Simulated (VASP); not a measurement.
The system is Rb.

```
Rb
1.0
     0.00000    3.63989    3.63989
     3.63989    0.00000    3.63989
     3.63989    3.63989    0.00000
Rb
1
Cartesian
  0.0000 0.0000 0.0000
```

* Program: VASP 6.6.1
* Task: relaxation of cell and atoms
* Functional: PBEsol
* Dispersion: D3(BJ)
* Potentials or basis: VASP PAW PBE potentials, release 64 (Rb_sv)
* Cutoff: 600 eV
* k mesh: 7 × 7 × 7
* Occupations: fermi-dirac, width 0.15 eV
* Spin: no spin polarisation

At the start: pressure -0.4 GPa; volume 96.45 Å³/atom.

Task: Where does the relaxation end?

Result: Over 5 steps the energy falls by 25.9 meV/atom and the volume is 80.27 Å³/atom (-16.8 %); space group Fm-3m (No. 225, to 0.05 Å).

Step by step:
```
step  energy change (eV)  largest force (eV/Å)  pressure (GPa)  volume (Å³)
   1              0.0000                0.0000           -0.43        96.45
   2             -0.0088                0.0000           -0.37        92.92
   3             -0.0222                0.0000           -0.20        85.56
   4             -0.0172                0.0000            0.39        72.02
   5             -0.0259                0.0000           -0.02        80.27
```

Final structure:
```
CELL_PARAMETERS angstrom
0.00000 3.42374 3.42374
3.42374 0.00000 3.42374
3.42374 3.42374 0.00000
ATOMIC_POSITIONS crystal
Rb 0.00000 0.00000 0.00000
```

Caveat: the volume moved by over 15 % at a fixed basis, so the end points are rough; the PAW data sets were made with another functional, which shifts forces and pressure a little; pairwise dispersion overbinds metals, which lowers pressure and volume.
